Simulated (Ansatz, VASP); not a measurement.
## KBr: VASP beside Ansatz

```
CELL_PARAMETERS angstrom
0.00000 3.68830 3.68830
3.68830 0.00000 3.68830
3.68830 3.68830 0.00000
ATOMIC_POSITIONS crystal
K 0.00000 0.00000 0.00000
Br 0.25000 0.25000 0.25000
```

Alike in both runs: task single point; functional HSE06; k mesh 4 × 4 × 4; no spin polarisation.

```csv
,VASP,Ansatz
version,VASP 6.6.1,Ansatz 0.2.0
potentials or method,"VASP PAW PBE potentials, release 64 (K_sv, Br)","plane waves, PAW"
plane-wave cutoff (eV),520,420
occupations,"gaussian, width 0.01 eV",fixed
valence electrons in the cell,16,16
```

|  | VASP | Ansatz | Ansatz less VASP |
| --- | --- | --- | --- |
| gap on the k mesh at the Fermi level (eV) | 5.39 | 5.39 | +0.001 |
| pressure (GPa) | 0.2 | 0.1 | -0.01 |

Ansatz's warnings: stress exchange threshold loose, stress scf threshold loose, xc potential rough in thin density.
